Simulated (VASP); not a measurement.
Here is a VASP 6.6.1 calculation.

The input INCAR:

```
PREC = Accurate ; ENCUT = 520
EDIFF = 1E-6 ; ISMEAR = 0
SIGMA = 0.03 ; LREAL = False
LASPH = True ; NELM = 100
ALGO = Normal ; ISIF = 2
LWAVE = False ; LCHARG = True
GGA = PS ; LELF = True
LVHAR = True ; NBANDS = 31
```

The input KPOINTS:

```
Automatic mesh
0
Gamma
  8 8 8
```

File POSCAR:

```
Si7Ge
1.0
    5.2438110820      0.0000000000      0.0000000000
    0.0000000000      5.2438110820      0.0000000000
    0.0000000000      0.0000000000      5.9160676627
Si Ge
7 1
Direct
    0.2525986838      0.2525986838      0.2525986838
    0.0000000000      0.5000000000      0.5000000000
    0.5000000000      0.5000000000      0.0000000000
    0.5000000000      0.0000000000      0.5000000000
    0.7474013162      0.2525986838      0.7474013162
    0.7474013162      0.7474013162      0.2525986838
    0.2525986838      0.7474013162      0.7474013162
    0.0000000000      0.0000000000      0.0000000000
```

Potentials or basis: VASP PAW PBE potentials, release 64 (Si, Ge_d).

The run is started by

```console
$ cat potpaw_PBE.64/Si/POTCAR potpaw_PBE.64/Ge_d/POTCAR > POTCAR
$ mpirun -np 1 vasp_std > vasp.out
```

Problem. What does it give for the pressure?

Solution. -0.4 GPa.

Problem. Predict the band gap on the k mesh.

Solution. Zero (bands 21 and 22 overlap by 0.19 eV).

Problem. Estimate the largest force.

Solution. 0.037 eV/Å.

Stress tensor (GPa, compression positive):
```
 4.00  0.00  0.00
 0.00  4.00  0.00
 0.00  0.00 -9.06
```

Caveat: semilocal functionals underestimate gaps, so a narrow gap can read as zero; the PAW data sets were made with another functional, which shifts forces and pressure a little.
